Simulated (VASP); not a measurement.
A run of VASP 6.6.1:

Contents of INCAR:

```
SYSTEM = Si
  PREC = Accurate
  ENCUT = 520
  EDIFF = 1E-7
  ISMEAR = -1
  SIGMA = 0.05
  LREAL = .False.
  LASPH = .True.
  NELM = 80
  ALGO = Normal
  ISIF = 2
  LWAVE = .False.
  LCHARG = .False.
  GGA = PE
  NBANDS = 11
```

Contents of KPOINTS:

```
Automatic mesh
0
Gamma
  11 11 11
  0 0 0
```

Contents of POSCAR:

```
Si
1.0
   -2.3554565746      2.3554565746      1.3203438769
    2.3554565746     -2.3554565746      1.3203438769
    2.3554565746      2.3554565746     -1.3203438769
Si
2
Direct
    0.5000000000      0.5000000000      0.0000000000
    0.2500000000      0.7500000000      0.5000000000
```

Potentials or basis: VASP PAW PBE potentials, release 64 (Si).

Run with:

```sh
$ cat potpaw_PBE.64/Si/POTCAR > POTCAR
$ mpirun -np 1 vasp_std > vasp.out
```

Hardware: 1 thread of Intel Xeon 6975P-C, on a shared host.

Question: Estimate the wall time of this run.

Answer: Wall time 32 s on 1 thread of Intel Xeon 6975P-C, with other jobs on the host, peak memory 0.17 GiB. Counts: scf iterations 11, k points 126.
